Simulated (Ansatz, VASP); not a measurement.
# One calculation of SrIn4O3, two programs

File INCAR:

```
SYSTEM = SrIn4O3
ALGO     = Normal         ! electronic algorithm
EDIFF    = 1E-6           ! SCF threshold, eV
ENCUT    = 600            ! plane-wave cutoff, eV
GGA      = PE             ! functional
GGA_COMPAT= .False.      
ISIF     = 2              ! what is computed and relaxed
ISMEAR   = 0              ! smearing method
LASPH    = .True.         ! aspherical terms in the spheres
LCHARG   = .False.        ! write CHGCAR
LREAL    = .False.        ! projectors in reciprocal space
LWAVE    = .False.        ! write WAVECAR
NBANDS   = 50             ! bands
NELM     = 120            ! most SCF steps
PREC     = Accurate       ! precision mode
SIGMA    = 0.1            ! smearing width, eV
```

File KPOINTS:

```
k-points
0
Gamma
  4 4 4
  0 0 0
```

POSCAR

```
SrIn4O3
1.0
   -3.5452012400      3.5452012400      3.5452012400
    3.5452012400     -3.5452012400      3.5452012400
    3.5452012400      3.5452012400     -3.5452012400
Sr In O
1 4 3
Direct
    0.0000000000      0.0000000000      0.0000000000
    0.5000000000      0.5000000000      0.5000000000
    0.0000000000      0.0000000000      0.5000000000
    0.0000000000      0.5000000000      0.0000000000
    0.5000000000      0.0000000000      0.0000000000
    0.0000000000      0.5000000000      0.5000000000
    0.5000000000      0.0000000000      0.5000000000
    0.5000000000      0.5000000000      0.0000000000
```

Input for Ansatz:

```yaml
crystal:
  lattice:
    - [-3.54520124, 3.54520124, 3.54520124]
    - [3.54520124, -3.54520124, 3.54520124]
    - [3.54520124, 3.54520124, -3.54520124]
  atoms:
    - { symbol: Sr, position: [0.0, 0.0, 0.0] }
    - { symbol: In, position: [0.5, 0.5, 0.5] }
    - { symbol: In, position: [0.0, 0.0, 0.5] }
    - { symbol: In, position: [0.0, 0.5, 0.0] }
    - { symbol: In, position: [0.5, 0.0, 0.0] }
    - { symbol: O, position: [0.0, 0.5, 0.5] }
    - { symbol: O, position: [0.5, 0.0, 0.5] }
    - { symbol: O, position: [0.5, 0.5, 0.0] }
basis:
  ecutwfc: 420
kpoints:
  mp_grid: { grid: [4, 4, 4] }
hamiltonian:
  xc: pbe
scf:
  occupations: { method: gaussian, width: 0.1 }
  lower_state_search: "off"
output:
  forces: true
  stress: true
  eigenvalues: true
```

Alike in both runs: task single point; functional PBE; k mesh 4 × 4 × 4; occupations gaussian, width 0.1 eV; no spin polarisation.

```csv
,VASP,Ansatz
version,VASP 6.6.1,Ansatz 0.2.0
potentials or method,"VASP PAW PBE potentials, release 64 (Sr_sv, In_d, O), cutoff 600 eV","scalar-relativistic, plane waves, PAW"
valence electrons in the cell,80,80
```

|  | VASP | Ansatz | Ansatz less VASP |
| --- | --- | --- | --- |
| gap on the k mesh at the Fermi level (eV) | none | none | - |
| pressure (GPa) | -3.3 | -3.3 | +0.01 |

A gap of «none» marks a metal or a gap that the smearing closes.
